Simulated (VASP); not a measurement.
C:

```
C
1.0
     0.00000    1.79518    1.79518
     1.79518    0.00000    1.79518
     1.79518    1.79518    0.00000
C
2
Direct
  0.75000 0.75000 0.75000
  0.50000 0.50000 0.50000
```

Base run:

```yaml
Program: VASP 6.6.1
Functional: revpbe exchange, lda correlation
Potentials_or_basis: VASP PAW PBE potentials, release 64 (C)
Cutoff: 600 eV
k_mesh: 13 × 13 × 13
Occupations: gaussian, width 0.1 eV
Spin: no spin polarisation
```

Its results: band gap on the k mesh 4.54 eV (least direct gap 5.72 eV); pressure 8.8 GPa.

The run is repeated on the same cell with these changes: functional from revpbe exchange, lda correlation to b88 exchange, pbe correlation; occupations from gaussian, width 0.1 eV to fermi-dirac, width 0.05 eV. What comes out?

Band gap on the k mesh 4.10 eV (least direct gap 5.55 eV); pressure -6.3 GPa.

Caveats: the PAW data sets were made with another functional, which shifts forces and pressure a little; an odd mesh through Γ misses points on the zone boundary, where band edges can lie; the cell stands under pressure (at least some runs); the cell stands under tension (at least some runs).
